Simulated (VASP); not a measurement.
## Al2Pt: single point with PBE

Al2Pt:

```
CELL_PARAMETERS angstrom
4.38507 0.00000 0.00000
-2.19253 3.79758 0.00000
0.00000 0.00000 2.81397
ATOMIC_POSITIONS crystal
Al 0.00000 0.00000 0.66288
Al 0.33333 0.66667 0.16262
Pt 0.66667 0.33333 0.16267
```

```yaml
Program: VASP 6.6.1
Task: single point
Functional: PBE
Potentials_or_basis: VASP PAW PBE potentials, release 64 (Al, Pt)
Cutoff: 500 eV
k_mesh: 5 × 5 × 8
Occupations: gaussian, width 0.2 eV
Spin: no spin polarisation
Dipole_correction: no
Further_INCAR_settings: ALGO = Normal; EDIFF = 1e-06; NBANDS = 15
```

The pressure is 0.0 GPa and the band gap on the k mesh is zero (band 8 reaches 12.17 eV, above the bottom of band 9 at 9.23 eV).

Stress tensor (GPa, compression positive):
```
-0.32  0.00  0.00
 0.00 -0.32  0.00
 0.00  0.00  0.54
```

Levels at points of the mesh, in eV from the Fermi level:
```csv
k point,band 4,band 5,band 6,band 7,band 8,band 9,band 10,band 11,band 12,band 13
"(0.00, 0.00, 0.00)",-5.81,-2.56,-2.56,-1.05,-0.27,-0.27,1.90,1.90,2.79,6.40
"(0.00, 0.00, 0.50)",-5.11,-4.69,-4.69,-0.07,2.36,2.36,3.15,3.41,4.25,4.25
```

Run time: 21 s on 1 thread of Intel Xeon 6455B, with other jobs on the host, peak memory 0.17 GiB.

Caveat: spin-orbit coupling is left out, which moves the levels of the heavy elements.
